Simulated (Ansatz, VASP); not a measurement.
One calculation of Ni, two programs

```
Ni
1.0
     0.00000    2.55983    2.55983
     2.55983    0.00000    2.55983
     2.55983    2.55983    0.00000
Ni
2
Direct
  0.12500 0.12500 0.12500
  0.87500 0.87500 0.87500
```

Alike in both runs: task single point; functional BLYP; k mesh 12 × 12 × 12; occupations fermi-dirac, width 0.05 eV; collinear spin.

|  | VASP | Ansatz |
| --- | --- | --- |
| version | VASP 6.6.1 | Ansatz 0.2.0 |
| potentials or method | VASP PAW PBE potentials, release 64 (Ni), cutoff 520 eV | plane waves (420 eV) with PAW, scalar-relativistic |
| valence electrons in the cell | 20 | 36 |

```tsv
	VASP	Ansatz	Ansatz less VASP
pressure (GPa)	3.5	3.5	-0.02
net moment per atom (μB)	0.76	0.78	+0.013
size of the moment on the site where the two differ most (μB)	0.77	0.81	+0.044
```

VASP's potentials were made for PBE, not for BLYP. Site moments also hang on the region over which each program counts them. With one functional, cell and mesh, what is left measures potentials, basis and numerics. VASP's potentials hold 20 valence electrons a cell and Ansatz's 36, so a difference there can come from the potentials and not from the codes.
